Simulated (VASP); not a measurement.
Wanted: the native input for a VASP 6.6.1 run.

| Property | Result |
| --- | --- |
| Task | single point |
| Functional | PBEsol |
| Potentials or basis | VASP PAW PBE potentials, release 64 (Cu) |
| Cutoff | 520 eV |
| k mesh | 19 × 19 × 19 |
| Occupations | fermi-dirac, width 0.08 eV |
| Spin | no spin polarisation |
| Dipole correction | no |
| Further INCAR settings | ALGO = Normal; EDIFF = 1e-07; NBANDS = 12 |

The structure of Cu lies in POSCAR:

```
Cu
1.0
    0.0000000000      1.7532750000      1.8075000000
    1.7532750000      0.0000000000      1.8075000000
    1.7532750000      1.7532750000      0.0000000000
Cu
1
Direct
    0.0000000000      0.0000000000      0.0000000000
```

This cell differs from its parent crystal: equal xx and yy strain of -3 %.

The input as run:

INCAR

```
PREC     = Accurate       # precision mode
ENCUT    = 520            # plane-wave cutoff, eV
EDIFF    = 1E-7           # SCF threshold, eV
ISMEAR   = -1             # smearing method
SIGMA    = 0.08           # smearing width, eV
LREAL    = False          # projectors in reciprocal space
LASPH    = True           # aspherical terms in the spheres
NELM     = 100            # most SCF steps
ALGO     = Normal         # electronic algorithm
ISIF     = 2              # what is computed and relaxed
LWAVE    = False          # write WAVECAR
LCHARG   = False          # write CHGCAR
GGA      = PS             # functional
NBANDS   = 12             # bands
```

KPOINTS

```
Automatic mesh
0
Gamma
  19 19 19
```

Potentials or basis: VASP PAW PBE potentials, release 64 (Cu).

Run with:

```sh
$ cat potpaw_PBE.64/Cu/POTCAR > POTCAR
$ mpirun -np 1 vasp_std > vasp.out
```

Results of the run:

- Pressure: 3.9 GPa

Caveat: the cell differs from its parent crystal (equal xx and yy strain of -3 %); the PAW data sets were made with another functional, which shifts forces and pressure a little.

It took 24 s on 1 thread of Intel(R) Xeon(R) 6975P-C (Granite Rapids), on a shared host, peak memory 0.18 GiB.
